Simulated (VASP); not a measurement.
Set up this calculation in VASP 6.6.1, as the native input.

```
Task                               : single point
Functional                         : PBE-based screened hybrid with 20 % exact exchange
Potentials or basis                : VASP PAW PBE potentials, release 64 (Sr_sv, Cl)
Cutoff                             : 520 eV
k mesh                             : 4 × 4 × 4
Occupations                        : gaussian, width 0.01 eV
Spin                               : no spin polarisation
Dipole correction                  : no
Grid for exact exchange (PRECFOCK) : Normal
Share of exact exchange            : 0.2
Further INCAR settings             : ALGO = Normal; EDIFF = 1e-06; NBANDS = 19
Screening parameter                : 0.3 1/Å
```

The system is SrCl2.

```
Sr Cl
1.0
     0.00000    3.49772    3.49772
     3.49772    0.00000    3.49772
     3.49772    3.49772    0.00000
Sr Cl
1 2
Cartesian
  0.0000 0.0000 0.0000
  1.7489 1.7489 1.7489
  5.2466 5.2466 5.2466
```

The input as run:

POSCAR

```
SrCl2
1.0
    0.0000000000      3.4977180859      3.4977180859
    3.4977180859      0.0000000000      3.4977180859
    3.4977180859      3.4977180859      0.0000000000
Sr Cl
1 2
Direct
    0.0000000000      0.0000000000      0.0000000000
    0.2500000000      0.2500000000      0.2500000000
    0.7500000000      0.7500000000      0.7500000000
```

INCAR.step1

```
SYSTEM = SrCl2
PREC = Accurate ; ENCUT = 520
EDIFF = 1E-5 ; ISMEAR = 0
SIGMA = 0.01 ; LREAL = .FALSE.
LASPH = .TRUE. ; NELM = 80
ALGO = Normal ; ISIF = 2
LWAVE = .TRUE. ; LCHARG = .FALSE.
GGA = PE ; NBANDS = 19
```

INCAR.step2

```
SYSTEM = SrCl2
PREC = Accurate ; ENCUT = 520
EDIFF = 1E-6 ; ISMEAR = 0
SIGMA = 0.01 ; LREAL = .FALSE.
LASPH = .TRUE. ; NELM = 80
ALGO = Normal ; ISIF = 2
LWAVE = .FALSE. ; LCHARG = .FALSE.
GGA = PE ; LHFCALC = .TRUE.
AEXX = 0.2 ; HFSCREEN = 0.3
PRECFOCK = Normal ; ISTART = 1
NBANDS = 19
```

KPOINTS

```
regular mesh
0
G
  4 4 4
  0 0 0
```

Potentials or basis: VASP PAW PBE potentials, release 64 (Sr_sv, Cl).

Run with:

```bash
$ cat potpaw_PBE.64/Sr_sv/POTCAR potpaw_PBE.64/Cl/POTCAR > POTCAR
$ cp INCAR.step1 INCAR
$ mpirun -np 1 vasp_std > vasp.out
$ cp INCAR.step2 INCAR
$ mpirun -np 1 vasp_std > vasp.out
```

It gave:

The pressure is 0.4 GPa and the band gap on the k mesh is 6.14 eV (least direct gap 6.35 eV).

Caveat: the PAW data sets were made with another functional, which shifts forces and pressure a little.

It took 8.4 min on 1 thread of Intel(R) Xeon(R) 6975P-C (Granite Rapids), on a shared host, peak memory 0.34 GiB.
